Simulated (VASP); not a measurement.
Set up this calculation in VASP 6.6.1, as the native input.

| Item | Value |
| --- | --- |
| Task | single point |
| Functional | r2SCAN |
| Dispersion | D3(BJ) |
| Potentials or basis | VASP PAW PBE potentials, release 64 (Mo_sv, S) |
| Cutoff | 520 eV |
| k mesh | 12 × 12 × 4 |
| Occupations | gaussian, width 0.02 eV |
| Spin | no spin polarisation |
| Dipole correction | no |
| Further INCAR settings | ALGO = Normal; EDIFF = 1e-06; NBANDS = 35 |

MoS2:

```xyz
6
Lattice="3.1688 0.0000 0.0000 -1.5844 2.7443 0.0000 0.0000 0.0000 12.3453" Properties=species:S:1:pos:R:3 pbc="T T T"
Mo    0.0000    1.8295    3.0863
Mo    1.5844    0.9148    9.2590
S     0.0000    1.8295    7.7052
S     1.5844    0.9148    1.5325
S     0.0000    1.8295   10.8128
S     1.5844    0.9148    4.6402
```

These files were run (other wordings do the same):

POSCAR

```
MoS2
1.0
    3.1688232975      0.0000000000      0.0000000000
   -1.5844116487      2.7442814757      0.0000000000
    0.0000000000      0.0000000000     12.3453255281
Mo S
2 4
Direct
    0.3333333333      0.6666666667      0.2500000000
    0.6666666667      0.3333333333      0.7500000000
    0.3333333333      0.6666666667      0.6241369075
    0.6666666667      0.3333333333      0.1241369075
    0.3333333333      0.6666666667      0.8758630925
    0.6666666667      0.3333333333      0.3758630925
```

INCAR.step1

```
PREC = Accurate
ENCUT = 520
ISMEAR = 0
SIGMA = 0.02
LREAL = False
LASPH = True
NELM = 80
NBANDS = 35
GGA = PE
ALGO = Normal
EDIFF = 1E-4
LWAVE = True
LCHARG = False
```

INCAR.step2

```
PREC = Accurate
ENCUT = 520
EDIFF = 1E-6
ISMEAR = 0
SIGMA = 0.02
LREAL = False
LASPH = True
NELM = 80
ALGO = Normal
ISIF = 2
LWAVE = False
LCHARG = True
METAGGA = R2SCAN
LMIXTAU = True
IVDW = 12
LELF = True
LVHAR = True
VDW_S6 = 1.0
VDW_S8 = 0.78981345
VDW_A1 = 0.49484001
VDW_A2 = 5.73083694
NBANDS = 35
ISTART = 1
```

KPOINTS

```
regular mesh
0
Gamma
  12 12 4
```

Potentials or basis: VASP PAW PBE potentials, release 64 (Mo_sv, S).

Command:

```bash
$ cat potpaw_PBE.64/Mo_sv/POTCAR potpaw_PBE.64/S/POTCAR > POTCAR
$ cp INCAR.step1 INCAR
$ mpirun -np 1 vasp_std > vasp.out
$ cp INCAR.step2 INCAR
$ mpirun -np 1 vasp_std > vasp.out
```

It gave:

```json
{
  "Pressure": "0.1 GPa",
  "Largest force": "0.004 eV/Å",
  "Band gap on the k mesh": "1.02 eV (least direct gap 1.76 eV)",
  "Dispersion energy per atom": "-0.200 eV"
}
```

Caveat: the PAW data sets were made with another functional, which shifts forces and pressure a little.

Wall time 12 min on 1 thread of Intel Xeon 8259CL, with other jobs on the host, peak memory 0.35 GiB.
